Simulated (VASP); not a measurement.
# KZnF3 in VASP: a series of runs, part 2 of 2

VASP 6.6.1. Earlier steps stand in the parts before.

## (4) Single point, PBEsol

File INCAR:

```
ALGO = Normal
EDIFF = 1E-6
ENCUT = 520
GGA = PS
ISIF = 2
ISMEAR = 0
LASPH = True
LCHARG = False
LREAL = False
LWAVE = False
NBANDS = 29
NELM = 80
PREC = Accurate
SIGMA = 0.02
```

File KPOINTS:

```
k-points
0
Gamma
  6 6 6
```

File POSCAR:

```
KZnF3
1.0
    4.0519406020      0.0000000000      0.0000000000
    0.0000000000      4.0519406020      0.0000000000
    0.1215582181      0.0000000000      4.0519406020
K Zn F
1 1 3
Direct
    0.0000000000      0.0000000000      0.0000000000
    0.5000000000      0.5000000000      0.5000000000
    0.0000000000      0.5000000000      0.5000000000
    0.5000000000      0.0000000000      0.5000000000
    0.5000000000      0.5000000000      0.0000000000
```

Potentials or basis: VASP PAW PBE potentials, release 64 (K_sv, Zn, F).

Run with:

```
> cat potpaw_PBE.64/K_sv/POTCAR potpaw_PBE.64/Zn/POTCAR potpaw_PBE.64/F/POTCAR > POTCAR
> mpirun -np 1 vasp_std > vasp.out
```

OUTCAR:

```text
EDIFF = 1E-6
   ENCUT = 520
   GGA = PS
   ISIF = 2
   ISMEAR = 0
   LASPH = True
   LREAL = False
   NELM = 80
   PREC = Accurate

 ion  position               nearest neighbor table
   1  0.000  0.000  0.000-   4 2.82   4 2.82
   2  0.500  0.500  0.500-   3 2.03   4 2.03   4 2.03   3 2.03   5 2.03   5 2.03
   3  0.000  0.500  0.500-   2 2.03   2 2.03
   4  0.500  0.000  0.500-   2 2.03   2 2.03   1 2.82   1 2.82
   5  0.500  0.500  0.000-   2 2.03   2 2.03

  LATTYP: Found a simple monoclinic cell.
 ALAT       =     4.0519406020
 B/A-ratio  =     1.0000000000
 C/A-ratio  =     1.0004498988
 COS(beta)  =    -0.0299865091

  Lattice vectors:

 A1 = (   4.0519406020,   0.0000000000,   0.0000000000)
 A2 = (   0.0000000000,  -4.0519406020,   0.0000000000)
 A3 = (  -0.1215582181,   0.0000000000,  -4.0519406020)

Analysis of symmetry for initial positions (statically):
=====================================================================
 Subroutine PRICEL returns:
 Original cell was already a primitive cell.

 Routine SETGRP: Setting up the symmetry group for a
 simple monoclinic supercell.

 Subroutine GETGRP returns: Found  4 space group operations
 (whereof  4 operations were pure point group operations)
 out of a pool of  4 trial point group operations.

The static configuration has the point symmetry C_2h.

Analysis of symmetry for dynamics (positions and initial velocities):
=====================================================================
 Subroutine PRICEL returns:
 Original cell was already a primitive cell.

 Routine SETGRP: Setting up the symmetry group for a
 simple monoclinic supercell.

 Subroutine GETGRP returns: Found  4 space group operations
 (whereof  4 operations were pure point group operations)
 out of a pool of  4 trial point group operations.

[... 118 lines left out ...]
   NUPDOWN=      -1.0000    fix difference up-down
   EMIN   =  10.00;   EMAX   =-10.00  energy-range for DOS
   EFERMI =   0.00;   METHOD = LEGACY
   ISMEAR =     0;   SIGMA  =   0.02  broadening in eV -4-tet -1-fermi 0-gaus
   EFERMI_NEDOS =   21; number of points for ismear=-14 and -15
   IALGO  =     38    algorithm
   IMIX   =      4    mixing-type and parameters
     AMIX     =   0.40;   BMIX     =  1.00
     AMIX_MAG =   1.60;   BMIX_MAG =  1.00
  volume/ion in A,a.u.               =      13.31        89.79
  Fermi-wavevector in a.u.,A,eV,Ry     =   1.404413  2.653956 26.835805  1.972376
  Thomas-Fermi vector in A             =   2.526977
   LORBIT       =      0    0 simple, 1 ext, 2 COOP (PROOUT), +10 PAW based schemes
   GGA     = PS    functional components
   LHFCALC =     F    Hartree Fock is set to
   AEXX    =    0.0000 exact exchange contribution
   IVDW    =     0    specifies the selected vdW correction
   LEPSILON=     F    determine dielectric tensor
   LRPA    =     F    only Hartree local field effects (RPA)
 non-spin polarized calculation
 Gauss-broadening in eV      SIGMA  =   0.02
  energy-cutoff  :      520.00
  volume of cell :       66.53
 maximum number of plane-waves:      1809
   NGX = 15   NGY = 15   NGZ = 15

 number of electron      41.9999979 magnetization

 Free energy of the ion-electron system (eV)
  ---------------------------------------------------
  ext. energy  EPLUGINS =         0.00000000
  ---------------------------------------------------
  free energy    TOTEN  =       -21.33411839 eV

  energy without entropy =      -21.33411839  energy(sigma->0) =      -21.33411839

 E-fermi :  -0.6976     XC(G=0): -10.1320

 val. band max:       -0.8966954410   @ k =   0.5000   0.5000   0.5000
 cond. band min:       2.7345629619   @ k =   0.0000   0.0000   0.0000
 fundamental gap:      3.6312584029
 Fermi energy:        -0.6975606800

 k-point     1 :       0.0000    0.0000    0.0000
  band No.  band energies     occupation
      1     -27.7872      2.00000
      2     -22.3892      2.00000
      3     -21.7500      2.00000
      4     -21.7431      2.00000
      5     -11.3584      2.00000
      6     -11.3448      2.00000
[... 757 lines left out ...]
     28      10.3110      0.00000
     29      12.6690      0.00000

 [... further k-points ...]
[... 5 lines left out ...]
  --------------------------------------------------------------------------------------
  -------------------------------------------------------------------------------------
  Total        0.1865862      0.1874215      0.1949618      0.0000000      0.0000000     -0.4127633
  in kB        4.4936660      4.5137850      4.6953827      0.0000000      0.0000000     -9.9408247
  external PRESSURE =       4.5676112 kB  Pullay stress =       0.0000000 kB

 VOLUME and BASIS-vectors are now :
 -----------------------------------------------------------------------------
  energy-cutoff  :      520.00
  volume of cell :       66.53
      direct lattice vectors                 reciprocal lattice vectors
     4.051940602  0.000000000  0.000000000     0.246795326  0.000000000 -0.007403860
     0.000000000  4.051940602  0.000000000     0.000000000  0.246795326  0.000000000
     0.121558218  0.000000000  4.051940602     0.000000000  0.000000000  0.246795326

 POSITION                                       TOTAL-FORCE (eV/Angst)
 -----------------------------------------------------------------------------------
      0.00000      0.00000      0.00000         0.000000      0.000000      0.000000
      2.08675      2.02597      2.02597         0.000000      0.000000      0.000000
      0.06078      2.02597      2.02597        -0.000000      0.000000      0.000000
      2.08675      0.00000      2.02597        -0.000000      0.000000      0.000000
      2.02597      2.02597      0.00000         0.000000      0.000000      0.000000
 -----------------------------------------------------------------------------------
    total drift:                                0.000000      0.000000     -0.000000

  FREE ENERGIE OF THE ION-ELECTRON SYSTEM (eV)
  ---------------------------------------------------
  free  energy   TOTEN  =       -21.3341183934 eV

  energy  without entropy=      -21.3341183934  energy(sigma->0) =      -21.33411839
```

It took 62 s on 1 thread of Intel Xeon 6975P-C (Granite Rapids), shared host; peak memory 0.26 GiB.

Results:

| Item | Value |
| --- | --- |
| Free energy | -21.3341 eV |
| Pressure | 0.5 GPa |
| Band gap on the k mesh | 3.63 eV (least direct gap 5.42 eV) |

Stress tensor (GPa, compression positive):
```
 0.45  0.00 -0.99
 0.00  0.45  0.00
-0.99  0.00  0.47
```

Caveat: the PAW data sets were made with another functional, which shifts forces and pressure a little. A k mesh can miss the band edges.
